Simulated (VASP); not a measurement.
GeBi3: single point with PBEsol

Crystal: GeBi3.

```xyz
4
Lattice="0.0000 3.8668 3.8668 3.8668 0.0000 3.8668 3.8668 3.8668 0.0000" Properties=species:S:1:pos:R:3 pbc="T T T"
Bi    3.8668    3.8668    3.8668
Bi    5.8002    5.8002    5.8002
Bi    1.9334    1.9334    1.9334
Ge    0.0000    0.0000    0.0000
```

```json
{
 "Program": "VASP 6.6.1",
 "Task": "single point",
 "Functional": "PBEsol",
 "Potentials or basis": "VASP PAW PBE potentials, release 64 (Bi_d, Ge_d)",
 "Cutoff": "520 eV",
 "k mesh": "6 × 6 × 6",
 "Occupations": "methfessel-paxton, width 0.1 eV",
 "Spin": "no spin polarisation",
 "Dipole correction": "no",
 "Further INCAR settings": "ALGO = Normal; EDIFF = 1e-06; NBANDS = 38"
}
```

```
Pressure               : -1.8 GPa
Band gap on the k mesh : zero (an odd number of electrons rules out a gap without spin polarisation)
```

Levels at points of the mesh, in eV from the Fermi level:
| k point | band 26 | band 27 | band 28 | band 29 | band 30 | band 31 | band 32 | band 33 |
| --- | --- | --- | --- | --- | --- | --- | --- | --- |
| (0.00, 0.00, 0.00) | -2.28 | -2.28 | -2.10 | -2.10 | -2.10 | -1.31 | -1.31 | -1.31 |
| (0.50, 0.00, 0.00) | -3.22 | -2.68 | -2.68 | -1.26 | -0.99 | 2.11 | 2.11 | 2.24 |
| (0.50, 0.50, 0.00) | -4.95 | -0.36 | -0.32 | 1.18 | 1.18 | 1.30 | 1.30 | 2.02 |

Run time: 37 s on 1 thread of Intel(R) Xeon(R) Platinum 8559C (Emerald Rapids), with other jobs on the host, peak memory 0.27 GiB.

Caveat: the PAW data sets were made with another functional, which shifts forces and pressure a little; spin-orbit coupling is left out, which moves the levels of the heavy elements.
